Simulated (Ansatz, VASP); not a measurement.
AgCl: VASP beside Ansatz

```
CELL_PARAMETERS angstrom
0.00000 2.77099 2.77099
2.77099 0.00000 2.77099
2.77099 2.77099 0.00000
ATOMIC_POSITIONS crystal
Ag 0.00000 0.00000 0.00000
Cl 0.50000 0.50000 0.50000
```

Change from the starting cell: volume scaled by 1.04.

Alike in both runs: task single point; functional PBEsol; k mesh 8 × 8 × 8; occupations fermi-dirac, width 0.05 eV; no spin polarisation.

```csv
,VASP,Ansatz
version,VASP 6.6.1,Ansatz 0.2.0
potentials or method,"VASP PAW PBE potentials, release 64 (Ag, Cl), cutoff 520 eV","all-electron LAPW, scalar-relativistic"
```

|  | VASP | Ansatz | Ansatz less VASP |
| --- | --- | --- | --- |
| gap on the k mesh at the Fermi level (eV) | 0.73 | 0.73 | +0.005 |
| least direct gap on the mesh (eV) | 3.05 | 3.05 | +0.004 |
| pressure (GPa) | -2.6 | -2.5 | +0.10 |

VASP's potentials were made for PBE, not for PBEsol. Ansatz ran all-electron here, and VASP with PAW potentials.
